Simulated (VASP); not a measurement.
# C (P2_1/m) in VASP: a series of runs, part 2 of 2

VASP 6.6.1. Earlier steps stand in the parts before.

## Step 3: Single point, PBEsol (mode 4 frozen in at -0.142 Å, normal strain along x -0.0233)

INCAR reads:

```
SYSTEM = C
PREC = Accurate
ENCUT = 520
EDIFF = 1E-6
ISMEAR = 0
SIGMA = 0.15
LREAL = .False.
LASPH = .True.
NELM = 100
ALGO = Normal
ISIF = 2
LWAVE = .False.
LCHARG = .False.
GGA = PS
NBANDS = 16
```

KPOINTS reads:

```
Automatic mesh
0
Gamma
  18 18 6
  0 0 0
```

POSCAR reads:

```
C
1.0
    2.4014445374      0.0000000000      0.0000000000
   -1.2007222687      2.1293252536      0.0000000000
    0.0000000000      0.0000000000      7.2458067263
C
4
Direct
   -0.0577479467      0.0000000000      0.0025000000
    0.0577479467      0.0000000000      0.5025000000
    0.2755800112      0.6666666667      0.0025000000
    0.7244199888      0.3333333333      0.5025000000
```

Potentials or basis: VASP PAW PBE potentials, release 64 (C).

The run is started by

```bash
$ cat potpaw_PBE.64/C/POTCAR > POTCAR
$ mpirun -np 1 vasp_std > vasp.out
```

OUTCAR:

```text
SYSTEM = C
   PREC = Accurate
   ENCUT = 520
   EDIFF = 1E-6
   ISMEAR = 0
   LREAL = .False.
   LASPH = .True.
   NELM = 100
   ISIF = 2
   GGA = PS

 ion  position               nearest neighbor table
   1  0.942  0.000  0.002-   3 1.39   3 1.39   3 1.42
   2  0.058  0.000  0.502-   4 1.39   4 1.39   4 1.42
   3  0.276  0.667  0.002-   1 1.39   1 1.39   1 1.42
   4  0.724  0.333  0.502-   2 1.39   2 1.39   2 1.42

  LATTYP: Found a base centered orthorhombic cell.
 ALAT       =     2.4014445374
 B/A-ratio  =     1.7733703364
 C/A-ratio  =     3.0172700695

  Lattice vectors:

 A1 = (   1.2007222687,  -2.1293252536,   0.0000000000)
 A2 = (   1.2007222687,   2.1293252536,   0.0000000000)
 A3 = (   0.0000000000,   0.0000000000,   7.2458067263)

Analysis of symmetry for initial positions (statically):
=====================================================================
 Subroutine PRICEL returns:
 Original cell was already a primitive cell.

 Routine SETGRP: Setting up the symmetry group for a
 base centered orthorhombic supercell.

 Subroutine GETGRP returns: Found  4 space group operations
 (whereof  1 operations were pure point group operations)
 out of a pool of  8 trial point group operations.

The static configuration has the point symmetry C_1 .
 The point group associated with its full space group is C_2h.

Analysis of symmetry for dynamics (positions and initial velocities):
=====================================================================
 Subroutine PRICEL returns:
 Original cell was already a primitive cell.

 Routine SETGRP: Setting up the symmetry group for a
 base centered orthorhombic supercell.

 Subroutine GETGRP returns: Found  4 space group operations
[... 125 lines left out ...]
   IALGO  =     38    algorithm
   IMIX   =      4    mixing-type and parameters
     AMIX     =   0.40;   BMIX     =  1.00
     AMIX_MAG =   1.60;   BMIX_MAG =  1.00
  volume/ion in A,a.u.               =       9.26        62.51
  Fermi-wavevector in a.u.,A,eV,Ry     =   1.237412  2.338370 20.833090  1.531189
  Thomas-Fermi vector in A             =   2.371980
   LORBIT       =      0    0 simple, 1 ext, 2 COOP (PROOUT), +10 PAW based schemes
   GGA     = PS    functional components
   LHFCALC =     F    Hartree Fock is set to
   AEXX    =    0.0000 exact exchange contribution
   IVDW    =     0    specifies the selected vdW correction
   LEPSILON=     F    determine dielectric tensor
   LRPA    =     F    only Hartree local field effects (RPA)
 non-spin polarized calculation
 Gauss-broadening in eV      SIGMA  =   0.15
  energy-cutoff  :      520.00
  volume of cell :       37.05
 maximum number of plane-waves:      1019
 NGX is ok and might be reduce to    18
   NGX =  9   NGY =  9   NGZ = 27

 number of electron      15.9999999 magnetization

 Free energy of the ion-electron system (eV)
  ---------------------------------------------------
  ext. energy  EPLUGINS =         0.00000000
  ---------------------------------------------------
  free energy    TOTEN  =       -38.50464326 eV

  energy without entropy =      -38.50393648  energy(sigma->0) =      -38.50428987

 E-fermi :   4.2040     XC(G=0): -10.0831

 val. band max:        4.1154014210   @ k =   0.3333   0.3333   0.3333
 cond. band min:       4.2970943937   @ k =   0.3333   0.3333   0.3333
 fundamental gap:      0.1816929726
 Fermi energy:         4.2039954078

 k-point     1 :       0.0000    0.0000    0.0000
  band No.  band energies     occupation
      1     -15.7002      2.00000
      2     -15.5379      2.00000
      3      -4.3648      2.00000
      4      -3.0492      2.00000
      5       1.1704      2.00000
      6       1.1770      2.00000
[... 433 lines left out ...]
      3      -3.7234      2.00000
      4      -2.4376      2.00000
      5      -0.5185      2.00000
      6      -0.4958      2.00000
[... 8 lines left out ...]
     15      14.8284      0.00000
     16      14.8335      0.00000

 [... further k-points ...]

------------------------ aborting loop because EDIFF is reached ----------------------------------------

  FORCE on cell =-STRESS in cart. coord.  units (eV):
  Direction    XX          YY          ZZ          XY          YZ          ZX
  --------------------------------------------------------------------------------------
  -------------------------------------------------------------------------------------
  Total        6.0683310      1.2271677     -0.0024060      0.0006288      0.0000000      0.0000000
  in kB      262.4088846     53.0656115     -0.1040403      0.0271906      0.0000000      0.0000000
  external PRESSURE =     105.1234853 kB  Pullay stress =       0.0000000 kB

 VOLUME and BASIS-vectors are now :
 -----------------------------------------------------------------------------
  energy-cutoff  :      520.00
  volume of cell :       37.05
      direct lattice vectors                 reciprocal lattice vectors
     2.401444537  0.000000000  0.000000000     0.416416030  0.234816170  0.000000000
    -1.200722269  2.129325254  0.000000000     0.000000000  0.469632339  0.000000000
     0.000000000  0.000000000  7.245806726     0.000000000  0.000000000  0.138010858

 POSITION                                       TOTAL-FORCE (eV/Angst)
 -----------------------------------------------------------------------------------
      2.26277      0.00000      0.01811         0.009645      0.337336      0.000000
      0.13868      0.00000      3.64102        -0.009645     -0.337336      0.000000
     -0.13869      1.41955      0.01811        -0.002667     -0.341271      0.000000
      1.33941      0.70978      3.64102         0.002667      0.341271      0.000000
 -----------------------------------------------------------------------------------
    total drift:                               -0.000000     -0.000000      0.000005

  FREE ENERGIE OF THE ION-ELECTRON SYSTEM (eV)
  ---------------------------------------------------
  free  energy   TOTEN  =       -38.5046432563 eV

  energy  without entropy=      -38.5039364842  energy(sigma->0) =      -38.50428987
```

OSZICAR:

```text
N       E                     dE             d eps       ncg     rms          rms(c)
DAV:   1     0.311003267721E+02    0.31100E+02   -0.77054E+03 21016   0.910E+02
DAV:   2    -0.384901187023E+02   -0.69590E+02   -0.63591E+02 29504   0.187E+02
DAV:   3    -0.412121718758E+02   -0.27221E+01   -0.27079E+01 27776   0.344E+01
DAV:   4    -0.412352622316E+02   -0.23090E-01   -0.23082E-01 26592   0.383E+00
DAV:   5    -0.412356326258E+02   -0.37039E-03   -0.37038E-03 27304   0.458E-01    0.951E+00
DAV:   6    -0.391617125638E+02    0.20739E+01   -0.14179E+00 25296   0.745E+00    0.551E+00
DAV:   7    -0.384973041142E+02    0.66441E+00   -0.17233E+00 26368   0.833E+00    0.147E+00
DAV:   8    -0.385060054553E+02   -0.87013E-02   -0.80304E-02 25192   0.169E+00    0.312E-01
DAV:   9    -0.385044193255E+02    0.15861E-02   -0.22656E-03 26648   0.326E-01    0.117E-01
DAV:  10    -0.385046404606E+02   -0.22114E-03   -0.91095E-04 23080   0.181E-01    0.804E-02
DAV:  11    -0.385046413607E+02   -0.90005E-06   -0.32133E-05 27104   0.378E-02    0.143E-02
DAV:  12    -0.385046429784E+02   -0.16177E-05   -0.15837E-06 23960   0.887E-03    0.409E-03
DAV:  13    -0.385046432563E+02   -0.27783E-06   -0.37205E-07 20064   0.468E-03
   1 F= -.38504643E+02 E0= -.38504290E+02  d E =-.706772E-03
```

Run time: 2.1 min. Hardware: 1 thread of Intel Xeon 6975P-C (Granite Rapids), shared host; peak memory 0.36 GiB.

Results:

| Quantity | Value |
| --- | --- |
| Free energy | -38.5046 eV |
| Pressure | 10.5 GPa |
| Largest force | 0.341 eV/Å |
| Band gap on the k mesh | 0.18 eV, direct |

Forces on the atoms (eV/Å):
```
C    0.010  0.337  0.000
C   -0.010 -0.337  0.000
C   -0.003 -0.341  0.000
C    0.003  0.341  0.000
```

Caveat: the cell differs from its parent crystal (mode 4 frozen in at -0.142 Å, normal strain along x -0.0233); the PAW data sets were made with another functional, which shifts forces and pressure a little; this functional lacks dispersion, which binds the layers, so the pressure and a relaxed spacing across them are unreliable. A k mesh can miss the band edges.
